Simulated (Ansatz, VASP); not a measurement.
# Two plane-wave programs on NbAl2N3

```
Al Nb N
1.0
     2.90527    0.00000    0.00000
    -1.45263    2.51604    0.00000
     0.00000    0.00000    7.59304
Al Nb N
2 1 3
Direct
  0.66667 0.33333 0.65491
  0.33333 0.66667 0.34509
  0.00000 0.00000 0.00000
  0.66667 0.33333 0.19638
  0.33333 0.66667 0.80362
  0.00000 0.00000 0.50000
```

Change from the starting cell: species swapped into the Ba2H3I type (P-3m1, No. 164).

Alike in both runs: functional PBE; k mesh 4 × 4 × 2; occupations gaussian, width 0.15 eV; no spin polarisation.

Ansatz relaxed the structure, and its values are those at the end. VASP's run is a single point on that final structure, the one shown.

```csv
,VASP,Ansatz
version,VASP 6.6.1,Ansatz 0.2.0
potentials or method,"VASP PAW PBE potentials, release 64 (Al, Nb_sv, N), cutoff 600 eV","scalar-relativistic, plane waves, PAW"
valence electrons in the cell,34,34
```

VASP gave:

```
gap on the k mesh at the Fermi level (eV) : 0.55
least direct gap on the mesh (eV)         : 0.65
pressure (GPa)                            : -0.5
```

Q: Estimate Ansatz's values.

A: gap on the k mesh at the Fermi level (eV): 0.56; least direct gap on the mesh (eV): 0.65; pressure (GPa): 0.0.

The k mesh is coarse, so the values compare programs but aren't converged.
